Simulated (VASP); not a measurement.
# AlRu (Cmmm) in VASP: electric field gradients with PBE

Aim: the electric field gradients of AlRu with PBE.

All numbers are computed with VASP 6.6.1; they aren't measurements. Logs are shortened: lines on timing, memory, paths and dates and some standing lists are left out, and cuts for length are marked.

## (1) The cell of the first run

The structure is orthorhombic, space group Cmmm (No. 65). The conventional cell has a = 4.146 Å, b = 4.315 Å, c = 2.992 Å, α = 90.00°, β = 90.00°, γ = 90.00°. Within 3.4 Å of Al (site symmetry mmm) lie 8 Ru at 2.56 to 2.63 Å and 6 Al at 2.99 Å. Within 3.4 Å of Ru (site symmetry mmm) lie 8 Al at 2.56 to 2.63 Å and 6 Ru at 2.99 Å.

## (2) Electric field gradients, PBE (xy shear strain of +4 %)

File INCAR:

```
PREC = Accurate
ENCUT = 520
EDIFF = 1E-8
ISMEAR = -1
SIGMA = 0.08
LREAL = False
LASPH = True
NELM = 60
ALGO = Normal
ISIF = 2
LWAVE = False
LCHARG = False
GGA = PE
LEFG = True
NBANDS = 16
```

File KPOINTS:

```
Automatic mesh
0
Gamma
  14 14 14
```

File POSCAR:

```
AlRu
1.0
    2.9916000000      0.0598320000      0.0000000000
    0.0598320000      2.9916000000      0.0000000000
    0.0000000000      0.0000000000      2.9916000000
Al Ru
1 1
Direct
    0.0000000000      0.0000000000      0.0000000000
    0.5000000000      0.5000000000      0.5000000000
```

Potentials or basis: VASP PAW PBE potentials, release 64 (Al, Ru_pv).

The run is started by

```
$ cat potpaw_PBE.64/Al/POTCAR potpaw_PBE.64/Ru_pv/POTCAR > POTCAR
$ mpirun -np 1 vasp_std > vasp.out
```

OUTCAR:

```text
PREC = Accurate
   ENCUT = 520
   EDIFF = 1E-8
   ISMEAR = -1
   LREAL = False
   LASPH = True
   NELM = 60
   ISIF = 2
   GGA = PE

 ion  position               nearest neighbor table
   1  0.000  0.000  0.000-   2 2.56   2 2.56   2 2.56   2 2.56   2 2.63   2 2.63   2 2.63   2 2.63

   2  0.500  0.500  0.500-   1 2.56   1 2.56   1 2.56   1 2.56   1 2.63   1 2.63   1 2.63   1 2.63

  LATTYP: Found a base centered orthorhombic cell.
 ALAT       =     4.1461460673
 B/A-ratio  =     1.0408163265
 C/A-ratio  =     0.7215375318

  Lattice vectors:

 A1 = (  -0.0598320000,  -2.9916000000,   0.0000000000)
 A2 = (   2.9916000000,   0.0598320000,   0.0000000000)
 A3 = (   0.0000000000,   0.0000000000,   2.9916000000)

Analysis of symmetry for initial positions (statically):
=====================================================================
 Subroutine PRICEL returns:
 Original cell was already a primitive cell.

 Routine SETGRP: Setting up the symmetry group for a
 base centered orthorhombic supercell.

 Subroutine GETGRP returns: Found  8 space group operations
 (whereof  8 operations were pure point group operations)
 out of a pool of  8 trial point group operations.

The static configuration has the point symmetry D_2h.

Analysis of symmetry for dynamics (positions and initial velocities):
=====================================================================
 Subroutine PRICEL returns:
 Original cell was already a primitive cell.

 Routine SETGRP: Setting up the symmetry group for a
 base centered orthorhombic supercell.

 Subroutine GETGRP returns: Found  8 space group operations
 (whereof  8 operations were pure point group operations)
 out of a pool of  8 trial point group operations.

The dynamic configuration has the point symmetry D_2h.

 Subroutine INISYM returns: Found  8 space group operations
 (whereof  8 operations are pure point group operations),
 and found     1 'primitive' translations

----------------------------------------------------------------------------------------

                                     Primitive cell

  volume of cell :      26.7631

  direct lattice vectors                    reciprocal lattice vectors
     2.991600000  0.059832000  0.000000000     0.334403049 -0.006688061  0.000000000
     0.059832000  2.991600000  0.000000000    -0.006688061  0.334403049  0.000000000
     0.000000000  0.000000000  2.991600000     0.000000000  0.000000000  0.334269287

  length of vectors
     2.992198260  2.992198260  2.991600000     0.334469922  0.334469922  0.334269287

  position of ions in fractional coordinates (direct lattice)
     0.000000000  0.000000000  0.000000000
     0.500000000  0.500000000  0.500000000

  ion indices of the primitive-cell ions
   primitive index   ion index
                 1           1
                 2           2

----------------------------------------------------------------------------------------

 KPOINTS: Automatic mesh

Automatic generation of k-mesh.
 Grid dimensions read from file:
 generate k-points for:   14   14   14

 Generating k-lattice:

  Cartesian coordinates                     Fractional coordinates (reciprocal lattice)
     0.023885932 -0.000477719  0.000000000     0.071428571  0.000000000  0.000000000
    -0.000477719  0.023885932  0.000000000     0.000000000  0.071428571  0.000000000
     0.000000000  0.000000000  0.023876378     0.000000000  0.000000000  0.071428571

  Length of vectors
     0.023890709  0.023890709  0.023876378

  Shift w.r.t. Gamma in fractional coordinates (k-lattice)
     0.000000000  0.000000000  0.000000000

 Subroutine IBZKPT returns following result:
 ===========================================

 Found    456 irreducible k-points:

 Following reciprocal coordinates:
            Coordinates               Weight
  0.000000  0.000000  0.000000      1.000000
  0.071429 -0.000000  0.000000      4.000000
  0.142857 -0.000000  0.000000      4.000000
  0.214286 -0.000000  0.000000      4.000000
  0.285714 -0.000000  0.000000      4.000000
  0.357143 -0.000000  0.000000      4.000000
[... 16 lines left out ...]
  0.214286  0.142857  0.000000      4.000000
  0.285714  0.142857  0.000000      4.000000
 [... further k-points ...]
   k-points           NKPTS =    456   k-points in BZ     NKDIM =    456   number of bands    NBANDS=     16
   number of dos      NEDOS =    301   number of ions     NIONS =      2
   total plane-waves  NPLWV =  13824
   dimension x,y,z NGX =    24 NGY =   24 NGZ =   24
   dimension x,y,z NGXF=    48 NGYF=   48 NGZF=   48
   ions per type =               1   1
   NGX,Y,Z   is equivalent  to a cutoff of  13.33, 13.33, 13.34 a.u.
   NGXF,Y,Z  is equivalent  to a cutoff of  26.67, 26.67, 26.67 a.u.
 SYSTEM =  unknown system
   PREC   = accura    normal or accurate (medium, high low for compatibility)
   ISTART =      0    job   : 0-new  1-cont  2-samecut
   ICHARG =      2    charge: 1-file 2-atom 10-const
   ISPIN  =      1    spin polarized calculation?
   LNONCOLLINEAR =      F non collinear calculations
   LSORBIT =      F    spin-orbit coupling
   LASPH  =      T    aspherical Exc in radial PAW
   ENCUT  =  520.0 eV  38.22 Ry    6.18 a.u.   5.56  5.56  5.56*2*pi/ulx,y,z
   NELM   =     60;   NELMIN=  2; NELMDL= -5     # of ELM steps
   EDIFF  = 0.1E-07   stopping-criterion for ELM
   LREAL  =      F    real-space projection
   EDIFFG = 0.1E-06   stopping-criterion for IOM
   NSW    =      0    number of steps for IOM
   IBRION =     -1    ionic relax: 0-MD 1-quasi-New 2-CG
   NFREE  =      0    steps in history (QN), initial steepest desc. (CG)
   ISIF   =      2    stress and relaxation
   ISYM   =      2    0-nonsym 1-usesym 2-fastsym
   POTIM  = 0.5000    time-step for ionic-motion
   TEBEG  =    0.0;   TEEND  =   0.0 temperature during run
   PSTRESS=    0.0 pullay stress
   NELECT =      17.0000    total number of electrons
   NUPDOWN=      -1.0000    fix difference up-down
   EMIN   =  10.00;   EMAX   =-10.00  energy-range for DOS
   EFERMI =   0.00;   METHOD = LEGACY
   ISMEAR =    -1;   SIGMA  =   0.08  broadening in eV -4-tet -1-fermi 0-gaus
   EFERMI_NEDOS =   21; number of points for ismear=-14 and -15
   IALGO  =     38    algorithm
   IMIX   =      4    mixing-type and parameters
     AMIX     =   0.40;   BMIX     =  1.00
     AMIX_MAG =   1.60;   BMIX_MAG =  1.00
  volume/ion in A,a.u.               =      13.38        90.30
  Fermi-wavevector in a.u.,A,eV,Ry     =   1.407275  2.659363 26.945276  1.980422
  Thomas-Fermi vector in A             =   2.529550
   LORBIT       =      0    0 simple, 1 ext, 2 COOP (PROOUT), +10 PAW based schemes
   GGA     = PE    functional components
   LHFCALC =     F    Hartree Fock is set to
   AEXX    =    0.0000 exact exchange contribution
   IVDW    =     0    specifies the selected vdW correction
   LEPSILON=     F    determine dielectric tensor
   LRPA    =     F    only Hartree local field effects (RPA)
 non-spin polarized calculation
  energy-cutoff  :      520.00
  volume of cell :       26.76
 maximum number of plane-waves:       741
 NGX is ok and might be reduce to    24
   NGX = 11   NGY = 11   NGZ = 11

 number of electron      16.9999996 magnetization

 Free energy of the ion-electron system (eV)
  ---------------------------------------------------
  ext. energy  EPLUGINS =         0.00000000
  ---------------------------------------------------
  free energy    TOTEN  =       -14.25224645 eV

  energy without entropy =      -14.21607870  energy(sigma->0) =      -14.23416258

 E-fermi :  10.7258     XC(G=0): -12.5673

 val. band max:       10.7240312217   @ k =   0.3571   0.3571   0.4286
 cond. band min:      10.7262869643   @ k =   0.0714  -0.0000   0.0000
 fundamental gap:      0.0022557426
 Fermi energy:        10.7257578290

 k-point     1 :       0.0000    0.0000    0.0000
  band No.  band energies     occupation
      1     -31.0478      2.00000
      2     -31.0443      2.00000
      3     -31.0353      2.00000
      4       1.0462      2.00000
      5       7.1518      2.00000
      6       7.1668      2.00000
[... 8 lines left out ...]
     15      22.8523      0.00000
     16      25.8472      0.00000
[... 419 lines left out ...]
 k-point    24 :       0.2857    0.1429    0.0000
  band No.  band energies     occupation
      1     -31.1650      2.00000
      2     -31.0690      2.00000
      3     -31.0300      2.00000
      4       2.7990      2.00000
      5       7.2527      2.00000
      6       7.8213      2.00000
[... 8 lines left out ...]
     15      24.7688      0.00000
     16      25.0025      0.00000

 [... further k-points ...]

------------------------ aborting loop because EDIFF is reached ----------------------------------------

  FORCE on cell =-STRESS in cart. coord.  units (eV):
  Direction    XX          YY          ZZ          XY          YZ          ZX
  --------------------------------------------------------------------------------------
  -------------------------------------------------------------------------------------
  Total        0.5002722      0.5002722      0.5055683     -0.8670923      0.0000000      0.0000000
  in kB       29.9488489     29.9488489     30.2659026    -51.9085757      0.0000000      0.0000000
  external PRESSURE =      30.0545335 kB  Pullay stress =       0.0000000 kB

 VOLUME and BASIS-vectors are now :
 -----------------------------------------------------------------------------
  energy-cutoff  :      520.00
  volume of cell :       26.76
      direct lattice vectors                 reciprocal lattice vectors
     2.991600000  0.059832000  0.000000000     0.334403049 -0.006688061  0.000000000
     0.059832000  2.991600000  0.000000000    -0.006688061  0.334403049  0.000000000
     0.000000000  0.000000000  2.991600000     0.000000000  0.000000000  0.334269287

 POSITION                                       TOTAL-FORCE (eV/Angst)
 -----------------------------------------------------------------------------------
      0.00000      0.00000      0.00000        -0.000000      0.000000      0.000000
      1.52572      1.52572      1.49580         0.000000      0.000000      0.000000
 -----------------------------------------------------------------------------------
    total drift:                                0.000000     -0.000000     -0.000000

  FREE ENERGIE OF THE ION-ELECTRON SYSTEM (eV)
  ---------------------------------------------------
  free  energy   TOTEN  =       -14.2522464548 eV

  energy  without entropy=      -14.2160787048  energy(sigma->0) =      -14.23416258

 Electric field gradients (V/A^2)
---------------------------------------------------------------------
 ion       V_xx      V_yy      V_zz      V_xy      V_xz      V_yz
---------------------------------------------------------------------
   1       0.074     0.074    -0.148     5.429    -0.000     0.000
   2      -0.042    -0.042     0.085     3.929    -0.000    -0.000
---------------------------------------------------------------------

 Electric field gradients after diagonalization (V/A^2)
 (convention: |V_zz| > |V_xx| > |V_yy|)
----------------------------------------------------------------------
 ion       V_xx      V_yy      V_zz     asymmetry (V_yy - V_xx)/ V_zz
----------------------------------------------------------------------
   1      -5.356    -0.148     5.503       0.946
   2       3.887     0.085    -3.972       0.957
----------------------------------------------------------------------

           NMR quadrupolar parameters

 Cq : quadrupolar parameter    Cq=e*Q*V_zz/h
 eta: asymmetry parameters     (V_yy - V_xx)/ V_zz
 Q  : nuclear electric quadrupole moment in mb (millibarn)
----------------------------------------------------------------------
 ion       Cq(MHz)       eta       Q (mb)
----------------------------------------------------------------------
   1       0.013       0.946       1.000
   2      -0.010       0.957       1.000
----------------------------------------------------------------------
```

It took 2.7 min on 1 thread of AMD EPYC 7R32 (Zen 2), shared host; peak memory 0.26 GiB.

Results:

* Free energy: -14.2522 eV
* Pressure: 3.0 GPa
* Band gap on the k mesh: zero (an odd number of electrons rules out a gap without spin polarisation)
* Largest electric field gradient by atom: Al +5.5; Ru -4.0 V/Å²

Levels at points of the mesh, in eV from the Fermi level:
| k point | band 7 | band 8 | band 9 | band 10 | band 11 | band 12 |
| --- | --- | --- | --- | --- | --- | --- |
| (0.00, 0.00, 0.00) | 0.08 | 0.16 | 0.26 | 6.06 | 6.07 | 6.12 |
| (0.50, 0.00, 0.00) | -1.61 | -1.59 | 0.42 | 2.29 | 7.43 | 10.98 |
| (0.50, 0.50, 0.00) | -1.19 | -1.16 | -1.08 | 1.52 | 5.23 | 6.34 |
| (0.00, 0.00, 0.50) | -1.75 | -1.47 | 0.41 | 2.29 | 7.46 | 10.92 |
| (0.50, 0.00, 0.50) | -1.36 | -1.18 | -1.16 | 1.53 | 5.32 | 6.24 |
| (0.50, 0.50, 0.50) | 1.62 | 1.62 | 2.51 | 3.82 | 4.21 | 4.47 |

Electric field gradients, principal values (V/Å²):
```csv
atom,least,middle,greatest (by size)
1 Al,-0.148,-5.356,5.503
2 Ru,0.085,3.887,-3.972
```

Caveat: the cell differs from its parent crystal (xy shear strain of +4 %); the cell stands under pressure; without QUAD_EFG the Cq values of the log hold for a quadrupole moment of 1 mb, not for the nuclei.
